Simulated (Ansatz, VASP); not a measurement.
**Two plane-wave programs on Mn**

INCAR

```
SYSTEM = Mn
PREC = Accurate
ENCUT = 520
EDIFF = 1E-6
ISMEAR = -1
SIGMA = 0.1
LREAL = .False.
LASPH = .True.
NELM = 100
ALGO = Normal
ISIF = 2
LWAVE = .False.
LCHARG = .False.
NBANDS = 12
```

Contents of KPOINTS:

```
Automatic mesh
0
Gamma
  16 16 16
  0 0 0
```

The input POSCAR:

```
Mn
1.0
    2.2297844371      0.0000000000      0.0000000000
    0.0000000000      2.2297844371      0.0000000000
    0.0000000000      0.0000000000      2.2297844371
Mn
1
Direct
    0.0000000000      0.0000000000      0.0000000000
```

Input for Ansatz:

```yaml
crystal:
  lattice:
    - [2.2297844371, 0.0, 0.0]
    - [0.0, 2.2297844371, 0.0]
    - [0.0, 0.0, 2.2297844371]
  atoms:
    - { symbol: Mn, position: [0.0, 0.0, 0.0] }
hamiltonian:
  xc: lda
  pseudopotentials:
    kind: paw
    azcp:
      Mn: "pseudopotentials/Mn.paw.azcp"
basis:
  ecutwfc: 420
  fft_grid_basis: typed
kpoints:
  mp_grid: { grid: [16, 16, 16], shift: [0, 0, 0] }
magnetization:
  spin_polarized: false
scf:
  occupations: { method: fermi_dirac, width: 0.1 }
  lower_state_search: "off"
output:
  stress: true
  write_density: true
  write_potential: true
  elf: true
  volumetric_format: npy
```

Alike in both runs: task single point; functional LDA; k mesh 16 × 16 × 16; occupations fermi-dirac, width 0.1 eV; no spin polarisation.

```csv
,VASP,Ansatz
version,VASP 6.6.1,Ansatz 0.2.0
potentials or method,"VASP PAW LDA potentials, release 64 (Mn_pv), cutoff 520 eV","plane waves (420 eV) with PAW, scalar-relativistic"
valence electrons in the cell,13,15
```

```tsv
	VASP	Ansatz	Ansatz less VASP
pressure (GPa)	0.8	0.0	-0.88
```

Ansatz warns that its potentials were made for another functional, while VASP's fit it. LDA's correlation is that of Perdew and Zunger in VASP and of Perdew and Wang (1992) in Ansatz. VASP's potentials hold 13 valence electrons a cell and Ansatz's 15, so a difference there can come from the potentials and not from the codes.
